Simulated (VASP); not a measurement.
# H3C2N in VASP: single point with PBE+D3(BJ)

Aim: the single point of H3C2N with PBE+D3(BJ).

All numbers are computed with VASP 6.6.1; they aren't measurements. Logs are shortened: lines on timing, memory, paths and dates and some standing lists are left out, and cuts for length are marked.

## 1. The cell of the first run

The cell holds a disordered packing, 36 atoms: a = 8.052 Å, b = 8.052 Å, c = 8.052 Å, α = 90.00°, β = 90.00°, γ = 90.00°.

## 2. Single point, PBE+D3(BJ)

The input, INCAR:

```
SYSTEM = H3C2N
ALGO = Normal
EDIFF = 1E-6
ENCUT = 1000
GGA = PE
GGA_COMPAT = .False.
ISIF = 2
ISMEAR = -1
IVDW = 12
LASPH = .True.
LCHARG = .False.
LREAL = Auto
LWAVE = .False.
NBANDS = 72
NELM = 120
PREC = Accurate
SIGMA = 0.02
```

The input, KPOINTS:

```
k-points
0
Gamma
  1 1 1
  0 0 0
```

The input, POSCAR:

```
H3C2N
1.0
    8.0517480000      0.0000000000      0.0000000000
    0.0000000000      8.0517480000      0.0000000000
    0.0000000000      0.0000000000      8.0517480000
C N H
12 6 18
Direct
    0.3642687277      0.2494986182      0.4857578752
    0.4021487011      0.3530661913      0.6344585052
    0.3050269333      0.6880990314      0.5041762360
    0.3141802252      0.8257089020      0.3858044241
    0.8759588601     -0.0007575995      0.1804701290
    0.8809018861      0.0707051438      0.3395660172
    0.7316175320      0.4976931717      0.2728972640
    0.9079022344      0.5195145203      0.2298631303
    0.2942839244      0.7927967939      0.9226319552
    0.4696992504      0.7466453247      0.9330272135
    0.8377311361      0.3893688675      0.7919895158
    0.9177758668      0.5004627567      0.6761513152
    0.4217469300      0.4242929610      0.7568418684
    0.3171733641      0.9400194840      0.3014376506
    0.8623220697      0.1508368121      0.4586084910
    1.0452388724      0.5432112381      0.1983792836
    0.6119664947      0.7161053724      0.9495702051
    0.9662001344      0.6101283845      0.5974975869
    0.3262521380      0.3461235995      0.3830596785
    0.4446612090      0.1551340156      0.4360543822
    0.2514485053      0.1877977304      0.5140250291
    0.2429286162      0.7321764168      0.6176547006
    0.2224610110      0.5987022942      0.4444128157
    0.4324775192      0.6414631953      0.5440806145
    0.7407211453     -0.0080852009      0.1503524452
    0.9442173302      0.0773124047      0.0930853772
    0.9162482482     -0.1287049719      0.1780110356
    0.6864347965      0.6068371737      0.3300525550
    0.6606639949      0.4733878904      0.1590213703
    0.7465211281      0.4031671135      0.3661192576
    0.2321235091      0.6975131363      0.8425748049
    0.2379359116      0.8016768533      1.0392898536
    0.2867576084      0.9170555263      0.8821686918
    0.7585557819      0.3036483506      0.7289100454
    0.9381937934      0.3341510440      0.8706308245
    0.7448320539      0.4522372036      0.8690783666
```

Potentials or basis: VASP PAW PBE potentials, release 64 (C_h, N_h, H_h).

Launch:

```bash
cat potpaw_PBE.64/C_h/POTCAR potpaw_PBE.64/N_h/POTCAR potpaw_PBE.64/H_h/POTCAR > POTCAR
mpirun -np 1 vasp_gam > vasp.out
```

OUTCAR:

```text
SYSTEM = H3C2N
   EDIFF = 1E-6
   ENCUT = 1000
   GGA = PE
   ISIF = 2
   ISMEAR = -1
   IVDW = 12
   LASPH = .True.
   LREAL = Auto
   NELM = 120
   PREC = Accurate
 IVDW          = 12

 ion  position               nearest neighbor table
   1  0.364  0.249  0.486-  21 1.06  20 1.08  19 1.18   2 1.49
   2  0.402  0.353  0.634-  13 1.15   1 1.49
   3  0.305  0.688  0.504-  23 1.09  22 1.10  24 1.14   4 1.46
   4  0.314  0.826  0.386-  14 1.14   3 1.46
   5  0.876  0.999  0.180-  27 1.08  26 1.09  25 1.12   6 1.40
   6  0.881  0.071  0.340-  15 1.17   5 1.40
   7  0.732  0.498  0.273-  28 1.06  30 1.08  29 1.10   8 1.47
   8  0.908  0.520  0.230-  16 1.15   7 1.47
   9  0.294  0.793  0.923-  32 1.05  33 1.05  31 1.12  10 1.46
  10  0.470  0.747  0.933-  17 1.18   9 1.46
  11  0.838  0.389  0.792-  34 1.07  36 1.10  35 1.12  12 1.44
  12  0.918  0.500  0.676-  18 1.15  11 1.44
  13  0.422  0.424  0.757-   2 1.15
  14  0.317  0.940  0.301-   4 1.14
  15  0.862  0.151  0.459-   6 1.17
  16  0.045  0.543  0.198-   8 1.15
  17  0.612  0.716  0.950-  10 1.18
[... 17 lines left out ...]
  35  0.938  0.334  0.871-  11 1.12
  36  0.745  0.452  0.869-  11 1.10

  LATTYP: Found a simple cubic cell.
 ALAT       =     8.0517480000

  Lattice vectors:

 A1 = (   8.0517480000,   0.0000000000,   0.0000000000)
 A2 = (   0.0000000000,   8.0517480000,   0.0000000000)
 A3 = (   0.0000000000,   0.0000000000,   8.0517480000)

Analysis of symmetry for initial positions (statically):
=====================================================================
 Subroutine PRICEL returns:
 Original cell was already a primitive cell.

 Routine SETGRP: Setting up the symmetry group for a
 simple cubic supercell.

 Subroutine GETGRP returns: Found  1 space group operations
 (whereof  1 operations were pure point group operations)
 out of a pool of 48 trial point group operations.

The static configuration has the point symmetry C_1 .

Analysis of symmetry for dynamics (positions and initial velocities):
=====================================================================
 Subroutine PRICEL returns:
 Original cell was already a primitive cell.

 Routine SETGRP: Setting up the symmetry group for a
 simple cubic supercell.

 Subroutine GETGRP returns: Found  1 space group operations
 (whereof  1 operations were pure point group operations)
 out of a pool of 48 trial point group operations.

The dynamic configuration has the point symmetry C_1 .

 Subroutine INISYM returns: Found  1 space group operations
 (whereof  1 operations are pure point group operations),
 and found     1 'primitive' translations
[... 140 lines left out ...]
   LREAL  =      T    real-space projection
   EDIFFG = 0.1E-04   stopping-criterion for IOM
   NSW    =      0    number of steps for IOM
[... 5 lines left out ...]
   TEBEG  =    0.0;   TEEND  =   0.0 temperature during run
   PSTRESS=    0.0 pullay stress
   NELECT =      96.0000    total number of electrons
   NUPDOWN=      -1.0000    fix difference up-down
   EMIN   =  10.00;   EMAX   =-10.00  energy-range for DOS
   EFERMI =   0.00;   METHOD = LEGACY
   ISMEAR =    -1;   SIGMA  =   0.02  broadening in eV -4-tet -1-fermi 0-gaus
   EFERMI_NEDOS =   21; number of points for ismear=-14 and -15
   IALGO  =     38    algorithm
   IMIX   =      4    mixing-type and parameters
     AMIX     =   0.40;   BMIX     =  1.00
     AMIX_MAG =   1.60;   BMIX_MAG =  1.00
  volume/ion in A,a.u.               =      14.50        97.85
  Fermi-wavevector in a.u.,A,eV,Ry     =   0.930983  1.759303 11.792568  0.866729
  Thomas-Fermi vector in A             =   2.057429
   LORBIT       =      0    0 simple, 1 ext, 2 COOP (PROOUT), +10 PAW based schemes
   GGA     = PE    functional components
   LHFCALC =     F    Hartree Fock is set to
   AEXX    =    0.0000 exact exchange contribution
   IVDW    =    12    specifies the selected vdW correction
   LEPSILON=     F    determine dielectric tensor
   LRPA    =     F    only Hartree local field effects (RPA)
 non-spin polarized calculation
  energy-cutoff  :     1000.00
  volume of cell :      522.00
 maximum number of plane-waves:     18765
 NGX is ok and might be reduce to    84
   NGX = 41   NGY = 41   NGZ = 41

 number of electron      96.0000000 magnetization

 Free energy of the ion-electron system (eV)
  ---------------------------------------------------
  ext. energy  EPLUGINS =         0.00000000
  ---------------------------------------------------
  free energy    TOTEN  =      -220.32773120 eV

  energy without entropy =     -220.32773120  energy(sigma->0) =     -220.32773120

 E-fermi :  -3.7837     XC(G=0):  -6.1870

 val. band max:       -4.2992154306   @ k =   0.0000   0.0000   0.0000
 cond. band min:       1.8531650168   @ k =   0.0000   0.0000   0.0000
 fundamental gap:      6.1523804473
 Fermi energy:        -3.7837291251

 k-point     1 :       0.0000    0.0000    0.0000
  band No.  band energies     occupation
      1     -19.5764      2.00000
      2     -19.5295      2.00000
      3     -19.3987      2.00000
      4     -19.3187      2.00000
      5     -19.2161      2.00000
      6     -18.9727      2.00000
[... 52 lines left out ...]
     59       3.1844      0.00000
     60       3.2726      0.00000
 [bands above 60 left out]

------------------------ aborting loop because EDIFF is reached ----------------------------------------

 Edisp (eV)   -1.64453

 E8    (eV) :    -0.3959

  FORCE on cell =-STRESS in cart. coord.  units (eV):
  Direction    XX          YY          ZZ          XY          YZ          ZX
  --------------------------------------------------------------------------------------
  -------------------------------------------------------------------------------------
  Total      -2.57975     7.26146     5.72244     2.89907    -0.49315    -3.58006
  in kB      -7.91803    22.28763    17.56392     8.89812    -1.51361   -10.98831
  external pressure =       10.64 kB  Pullay stress =        0.00 kB

 VOLUME and BASIS-vectors are now :
 -----------------------------------------------------------------------------
  energy-cutoff  :     1000.00
  volume of cell :      522.00
      direct lattice vectors                 reciprocal lattice vectors
     8.051748000  0.000000000  0.000000000     0.124196634  0.000000000  0.000000000
     0.000000000  8.051748000  0.000000000     0.000000000  0.124196634  0.000000000
     0.000000000  0.000000000  8.051748000     0.000000000  0.000000000  0.124196634

 POSITION                                       TOTAL-FORCE (eV/Angst)
 -----------------------------------------------------------------------------------
      2.93300      2.00890      3.91120        -0.782609      3.447610     -0.533598
      3.23800      2.84280      5.10850         0.145397     -2.323409     -1.866902
      2.45600      5.54040      4.05950         1.070042      0.775423     -0.248870
      2.52970      6.64840      3.10640         0.126318     -1.957543      2.089150
      7.05300      8.04565      1.45310        -1.088770     -0.598330     -0.900950
      7.09280      0.56930      2.73410        -0.234745      1.232953      1.521019
[... 28 lines left out ...]
      7.55410      2.69050      7.01010        -0.768067     -0.123360     -0.324247
      5.99720      3.64130      6.99760         0.398400      0.692371      0.181778
 -----------------------------------------------------------------------------------
    total drift:                               -0.001636      0.003621      0.003110

  FREE ENERGIE OF THE ION-ELECTRON SYSTEM (eV)
  ---------------------------------------------------
  free  energy   TOTEN  =      -221.9722622263 eV

  energy  without entropy=     -221.9722622263  energy(sigma->0) =     -221.97226223
```

OSZICAR:

```text
N       E                     dE             d eps       ncg     rms          rms(c)
DAV:   1     0.991249202098E+03    0.99125E+03   -0.64409E+04   144   0.195E+03
DAV:   2    -0.473421497278E+02   -0.10386E+04   -0.98171E+03   192   0.324E+02
DAV:   3    -0.234095827571E+03   -0.18675E+03   -0.18488E+03   184   0.143E+02
DAV:   4    -0.243135495925E+03   -0.90397E+01   -0.89497E+01   176   0.342E+01
DAV:   5    -0.243531527732E+03   -0.39603E+00   -0.39565E+00   216   0.672E+00    0.253E+01
DAV:   6    -0.224140016051E+03    0.19392E+02   -0.36255E+01   176   0.184E+01    0.121E+01
DAV:   7    -0.220833832128E+03    0.33062E+01   -0.75929E+00   184   0.938E+00    0.534E+00
DAV:   8    -0.220364569044E+03    0.46926E+00   -0.15523E+00   176   0.442E+00    0.224E+00
DAV:   9    -0.220323265997E+03    0.41303E-01   -0.24389E-01   192   0.185E+00    0.639E-01
DAV:  10    -0.220325623029E+03   -0.23570E-02   -0.28705E-02   168   0.774E-01    0.252E-01
DAV:  11    -0.220327983913E+03   -0.23609E-02   -0.97389E-03   160   0.414E-01    0.117E-01
DAV:  12    -0.220328164791E+03   -0.18088E-03   -0.14678E-03   168   0.205E-01    0.599E-02
DAV:  13    -0.220327818322E+03    0.34647E-03   -0.10293E-03   160   0.163E-01    0.350E-02
DAV:  14    -0.220327757356E+03    0.60966E-04   -0.32721E-04   200   0.774E-02    0.193E-02
DAV:  15    -0.220327740242E+03    0.17114E-04   -0.77519E-05   176   0.370E-02    0.156E-02
DAV:  16    -0.220327731169E+03    0.90737E-05   -0.35973E-05   176   0.218E-02    0.512E-03
DAV:  17    -0.220327731197E+03   -0.28393E-07   -0.82439E-06   168   0.128E-02
   1 F= -.22197226E+03 E0= -.22197226E+03  d E =-.689925E-11
```

It took 2.1 min on 1 thread of Intel Xeon Platinum 8488C (Sapphire Rapids), shared host; peak memory 1 GiB.

What came out:

```
Free energy                : -221.9723 eV
Pressure                   : 1.1 GPa
Largest force              : 3.575 eV/Å
Band gap on the k mesh     : 6.15 eV
Dispersion energy per atom : -0.046 eV
```

Forces in eV/Å, atoms in the order of the input:
```
C   -0.783  3.448 -0.534
C    0.145 -2.323 -1.867
C    1.070  0.775 -0.249
C    0.126 -1.958  2.089
C   -1.089 -0.598 -0.901
C   -0.235  1.233  1.521
C    1.846 -0.399 -0.980
C   -1.745  0.516 -0.001
C    1.144 -1.819 -1.293
C    1.461 -0.032  0.771
C    0.774  0.096  0.739
C   -1.094  0.047  0.933
N    0.138  0.611  1.077
N    0.050  1.595 -1.630
N    0.327 -0.383  0.011
N    1.370  0.002 -0.367
N   -1.776  0.428 -0.275
N    0.314  0.459 -0.631
H    0.654 -1.453  1.043
H    0.990  0.043  0.171
H   -1.245 -0.628  0.263
H    0.017 -0.037 -0.345
H    0.172 -0.476  0.207
H   -1.171  0.360 -0.714
H    0.502  0.171 -0.356
H    0.012 -0.107 -0.254
H    0.522 -0.451 -0.070
H   -0.435  1.237  0.547
H   -0.102 -0.392  0.334
H   -0.926 -0.948  0.372
H    0.020  0.760  0.473
H   -0.636 -0.531  1.881
H   -0.156  1.349 -1.214
H    0.107 -1.165 -0.610
H   -0.768 -0.123 -0.324
H    0.398  0.692  0.182
```

Caveat: the k points lie up to 0.78 Å⁻¹ apart; the atoms stand as in a frame of molecular dynamics.
